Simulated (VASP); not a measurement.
Write the native input for VASP 6.6.1 that does the following.

* Task: single point
* Functional: r2SCAN
* Potentials or basis: VASP PAW PBE potentials, release 64 (Li_sv, F)
* Cutoff: 520 eV
* k mesh: 12 × 12 × 12
* Occupations: gaussian, width 0.05 eV
* Spin: no spin polarisation
* Dipole correction: no
* Further INCAR settings: ALGO = Normal; EDIFF = 1e-07; NBANDS = 12

Crystal: LiF.

```
Li F
1.0
     0.00000    2.32499    1.51125
     2.32499    0.00000    1.51125
     2.32499    2.32499    0.00000
Li F
1 1
Direct
  0.00000 0.00000 0.00000
  0.50000 0.50000 0.50000
```

This cell differs from its parent crystal: ratio of the length along z to the lengths across it x 0.65, volume and fractional coordinates fixed.

The input as run:

POSCAR

```
LiF
1.0
    0.0000000000      2.3249931660      1.5112455579
    2.3249931660      0.0000000000      1.5112455579
    2.3249931660      2.3249931660      0.0000000000
Li F
1 1
Direct
    0.0000000000      0.0000000000      0.0000000000
    0.5000000000      0.5000000000      0.5000000000
```

INCAR.step1

```
SYSTEM = LiF
ALGO     = Normal         ! electronic algorithm
EDIFF    = 1E-4           ! SCF threshold, eV
ENCUT    = 520            ! plane-wave cutoff, eV
GGA      = PE             ! functional
ISMEAR   = 0              ! smearing method
LASPH    = .True.         ! aspherical terms in the spheres
LCHARG   = .False.        ! write CHGCAR
LREAL    = .False.        ! projectors in reciprocal space
LWAVE    = .True.         ! write WAVECAR
NBANDS   = 12             ! bands
NELM     = 80             ! most SCF steps
PREC     = Accurate       ! precision mode
SIGMA    = 0.05           ! smearing width, eV
```

INCAR.step2

```
SYSTEM = LiF
ALGO     = Normal         ! electronic algorithm
EDIFF    = 1E-7           ! SCF threshold, eV
ENCUT    = 520            ! plane-wave cutoff, eV
ISIF     = 2              ! what is computed and relaxed
ISMEAR   = 0              ! smearing method
ISTART   = 1            
LASPH    = .True.         ! aspherical terms in the spheres
LCHARG   = .False.        ! write CHGCAR
LMIXTAU  = .True.       
LREAL    = .False.        ! projectors in reciprocal space
LWAVE    = .False.        ! write WAVECAR
METAGGA  = R2SCAN         ! meta-GGA
NBANDS   = 12             ! bands
NELM     = 80             ! most SCF steps
PREC     = Accurate       ! precision mode
SIGMA    = 0.05           ! smearing width, eV
```

KPOINTS

```
k-points
0
Gamma
  12 12 12
  0 0 0
```

Potentials or basis: VASP PAW PBE potentials, release 64 (Li_sv, F).

Command:

```sh
$ cat potpaw_PBE.64/Li_sv/POTCAR potpaw_PBE.64/F/POTCAR > POTCAR
$ cp INCAR.step1 INCAR
$ mpirun -np 1 vasp_std > vasp.out
$ cp INCAR.step2 INCAR
$ mpirun -np 1 vasp_std > vasp.out
```

Results of the run:

```
Band gap on the k mesh : 9.13 eV (least direct gap 9.17 eV)
```

Wall time 48 s on 1 thread of Intel(R) Xeon(R) 6975P-C (Granite Rapids), with other jobs on the host, peak memory 0.15 GiB.
